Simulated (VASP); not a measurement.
# KCl (F-43m) in VASP: a series of runs, part 2 of 2

VASP 6.6.1.

### Step 3. Single point, PBE (volume changed by +3%)

INCAR reads:

```
SYSTEM = KCl
ALGO = Normal
EDIFF = 1E-6
ENCUT = 520
GGA = PE
ISIF = 2
ISMEAR = 0
LASPH = .TRUE.
LCHARG = .FALSE.
LREAL = .FALSE.
LWAVE = .FALSE.
NBANDS = 15
NELM = 60
PREC = Accurate
SIGMA = 0.01
```

KPOINTS reads:

```
k-points
0
G
  6 6 6
  0 0 0
```

POSCAR reads:

```
KCl
1.0
    0.0000000000      3.5687102933      3.5687102933
    3.5687102933      0.0000000000      3.5687102933
    3.5687102933      3.5687102933      0.0000000000
K Cl
1 1
Direct
    0.0000000000      0.0000000000      0.0000000000
    0.2500000000      0.2500000000      0.2500000000
```

Potentials or basis: VASP PAW PBE potentials, release 64 (K_sv, Cl).

Started as:

```
cat potpaw_PBE.64/K_sv/POTCAR potpaw_PBE.64/Cl/POTCAR > POTCAR
mpirun -np 1 vasp_std > vasp.out
```

Wall time 21 s (1 thread of Intel Xeon Platinum 8559C (Emerald Rapids), shared host); peak memory 0.23 GiB.

It converged, with:

```yaml
Free_energy: -6.6192 eV
Pressure: -0.3 GPa
Band_gap_on_the_k_mesh: 4.67 eV, indirect (least direct gap 4.69 eV)
```

Levels at points of the mesh, in eV from the valence-band top:
```csv
k point,band 6,band 7,band 8,band 9,band 10,band 11
"(0.00, 0.00, 0.00)",-0.03,-0.03,-0.03,4.67,9.26,9.26
"(0.50, 0.00, 0.00)",-0.32,0.00,0.00,7.14,7.22,8.84
"(0.50, 0.50, 0.00)",-0.36,0.00,0.00,6.62,7.60,9.51
```

 A k mesh can miss the band edges.

### Step 4. Single point, PBE (volume changed by +6%)

INCAR reads:

```
SYSTEM = KCl
ALGO = Normal ; EDIFF = 1E-7
ENCUT = 520 ; GGA = PE
ISIF = 2 ; ISMEAR = 0
LASPH = .True. ; LCHARG = .True.
LELF = .True. ; LREAL = .False.
LVHAR = .True. ; LWAVE = .False.
NBANDS = 15 ; NELM = 60
PREC = Accurate ; SIGMA = 0.01
```

KPOINTS reads:

```
k-points
0
Gamma
  6 6 6
  0 0 0
```

POSCAR reads:

```
KCl
1.0
    0.0000000000      3.6030269205      3.6030269205
    3.6030269205      0.0000000000      3.6030269205
    3.6030269205      3.6030269205      0.0000000000
K Cl
1 1
Direct
    0.0000000000      0.0000000000      0.0000000000
    0.2500000000      0.2500000000      0.2500000000
```

Started as:

```
cat potpaw_PBE.64/K_sv/POTCAR potpaw_PBE.64/Cl/POTCAR > POTCAR
mpirun -np 1 vasp_std > vasp.out
```

Run time: 31 s. Hardware: 1 thread of Intel Xeon Platinum 8559C (Emerald Rapids), shared host; peak memory 0.23 GiB.

It converged, with:

```
Free energy            : -6.6127 eV
Pressure               : -0.6 GPa
Band gap on the k mesh : 4.61 eV, indirect (least direct gap 4.63 eV)
```

Levels at points of the mesh, in eV from the valence-band top:
```
           k point  band 6  band 7  band 8  band 9  band 10  band 11
(0.00, 0.00, 0.00)   -0.02   -0.02   -0.02    4.61     9.20     9.20
(0.50, 0.00, 0.00)   -0.30    0.00    0.00    7.06     7.11     8.77
(0.50, 0.50, 0.00)   -0.35    0.00    0.00    6.58     7.54     9.32
```

### Step 5. Single point, r2SCAN (volume changed by -6%)

POSCAR reads:

```
KCl
1.0
    0.0000000000      3.4356855477      3.4356855477
    3.4356855477      0.0000000000      3.4356855477
    3.4356855477      3.4356855477      0.0000000000
K Cl
1 1
Direct
    0.0000000000      0.0000000000      0.0000000000
    0.2500000000      0.2500000000      0.2500000000
```

INCAR.step1 reads:

```
PREC = Accurate
ENCUT = 520
ISMEAR = 0
SIGMA = 0.01
LREAL = False
LASPH = True
NELM = 60
NBANDS = 15
GGA = PE
ALGO = Normal
EDIFF = 1E-4
LWAVE = True
LCHARG = False
```

INCAR.step2 reads:

```
PREC = Accurate
ENCUT = 520
EDIFF = 1E-7
ISMEAR = 0
SIGMA = 0.01
LREAL = False
LASPH = True
NELM = 60
ALGO = Normal
ISIF = 2
LWAVE = False
LCHARG = True
METAGGA = R2SCAN
LMIXTAU = True
LELF = True
LVHAR = True
NBANDS = 15
ISTART = 1
```

KPOINTS reads:

```
Automatic mesh
0
Gamma
  6 6 6
```

Potentials or basis: VASP PAW PBE potentials, release 64 (K_sv, Cl).

Started as:

```
cat potpaw_PBE.64/K_sv/POTCAR potpaw_PBE.64/Cl/POTCAR > POTCAR
cp INCAR.step1 INCAR
mpirun -np 1 vasp_std > vasp.out
cp INCAR.step2 INCAR
mpirun -np 1 vasp_std > vasp.out
```

OUTCAR:

```text
PREC = Accurate
   ENCUT = 520
   EDIFF = 1E-7
   ISMEAR = 0
   LREAL = False
   LASPH = True
   NELM = 60
   ISIF = 2
   METAGGA = R2SCAN
   ISTART = 1

 ion  position               nearest neighbor table
   1  0.000  0.000  0.000-   2 2.98   2 2.98   2 2.98   2 2.98
   2  0.250  0.250  0.250-   1 2.98   1 2.98   1 2.98   1 2.98

  LATTYP: Found a face centered cubic cell.
 ALAT       =     6.8713710954

  Lattice vectors:

 A1 = (   0.0000000000,   3.4356855477,   3.4356855477)
[... 463 lines left out ...]
------------------------ aborting loop because EDIFF is reached ----------------------------------------

  FORCE on cell =-STRESS in cart. coord.  units (eV):
  Direction    XX          YY          ZZ          XY          YZ          ZX
  --------------------------------------------------------------------------------------
  -------------------------------------------------------------------------------------
  Total        0.4422561      0.4422561      0.4422561      0.0000000      0.0000000     -0.0000000
  in kB        8.7360307      8.7360307      8.7360307      0.0000000      0.0000000     -0.0000000
  external PRESSURE =       8.7360307 kB  Pullay stress =       0.0000000 kB

 VOLUME and BASIS-vectors are now :
 -----------------------------------------------------------------------------
  energy-cutoff  :      520.00
  volume of cell :       81.11
      direct lattice vectors                 reciprocal lattice vectors
     0.000000000  3.435685548  3.435685548    -0.145531363  0.145531363  0.145531363
     3.435685548  0.000000000  3.435685548     0.145531363 -0.145531363  0.145531363
     3.435685548  3.435685548  0.000000000     0.145531363  0.145531363 -0.145531363

 POSITION                                       TOTAL-FORCE (eV/Angst)
 -----------------------------------------------------------------------------------
      0.00000      0.00000      0.00000         0.000000     -0.000000      0.000000
      1.71784      1.71784      1.71784        -0.000000      0.000000     -0.000000
 -----------------------------------------------------------------------------------
    total drift:                               -0.000000     -0.000000     -0.000000

  FREE ENERGIE OF THE ION-ELECTRON SYSTEM (eV)
  ---------------------------------------------------
  free  energy   TOTEN  =       -16.2072044669 eV

  energy  without entropy=      -16.2072044669  energy(sigma->0) =      -16.20720447
```

OSZICAR.step1:

```text
N       E                     dE             d eps       ncg     rms          rms(c)
DAV:   1     0.103145445716E+03    0.10315E+03   -0.68885E+03   480   0.930E+02
DAV:   2     0.515868880837E+00   -0.10263E+03   -0.93454E+02   621   0.225E+02
DAV:   3    -0.671853915736E+01   -0.72344E+01   -0.71862E+01   662   0.538E+01
DAV:   4    -0.705597436638E+01   -0.33744E+00   -0.33737E+00   782   0.987E+00
DAV:   5    -0.705830218228E+01   -0.23278E-02   -0.23278E-02   676   0.912E-01    0.377E+00
DAV:   6    -0.660439311413E+01    0.45391E+00   -0.68114E-01   613   0.381E+00    0.293E+00
DAV:   7    -0.656693447161E+01    0.37459E-01   -0.18758E-01   662   0.217E+00    0.175E+00
DAV:   8    -0.659022502934E+01   -0.23291E-01   -0.29363E-02   632   0.118E+00    0.337E-01
DAV:   9    -0.659174854355E+01   -0.15235E-02   -0.17273E-03   627   0.233E-01    0.171E-01
DAV:  10    -0.659435431983E+01   -0.26058E-02   -0.20040E-03   480   0.268E-01    0.381E-02
DAV:  11    -0.659438512035E+01   -0.30801E-04   -0.49487E-05   494   0.537E-02
   1 F= -.65943851E+01 E0= -.65943851E+01  d E =-.123757E-38
```

It took 72 s on 1 thread of Intel Xeon Platinum 8559C (Emerald Rapids), shared host; peak memory 0.21 GiB.

Results:

| Item | Value |
| --- | --- |
| Free energy | -16.2072 eV |
| Pressure | 0.9 GPa |
| Band gap on the k mesh | 5.46 eV, indirect (least direct gap 5.52 eV) |

Levels at points of the mesh, in eV from the valence-band top:
```
           k point  band 5  band 6  band 7  band 8  band 9  band 10  band 11  band 12
(0.00, 0.00, 0.00)  -10.91   -0.06   -0.06   -0.06    5.46    10.24    10.24    11.35
(0.50, 0.00, 0.00)  -10.70   -0.37   -0.02   -0.02    7.93     8.31     9.78     9.78
(0.50, 0.50, 0.00)  -10.61   -0.45    0.00    0.00    7.22     8.38    11.28    11.28
```

Caveat: the PAW data sets were made with another functional, which shifts forces and pressure a little. A k mesh can miss the band edges.

### Step 6. Overview

```csv
level,cell,gap on the mesh (eV),pressure (GPa)
PBE,"a = 4.947 Å, angles 60.0°, 2 atoms",4.79,0.4
PBE,"a = 5.047 Å, angles 60.0°, 2 atoms",4.67,-0.3
PBE,"a = 5.095 Å, angles 60.0°, 2 atoms",4.61,-0.6
r2SCAN,"a = 4.859 Å, angles 60.0°, 2 atoms",5.46,0.9
```

Alike in all rows: task single point; potentials or basis VASP PAW PBE potentials, release 64 (K_sv, Cl); no spin polarisation; k mesh 6 × 6 × 6; cutoff (eV) 520; smearing gaussian 0.01 eV.

Caveats: the PAW data sets were made with another functional, which shifts forces and pressure a little (some runs).

Total energies depend on the potentials used, so only differences within one code and one set of settings carry meaning.
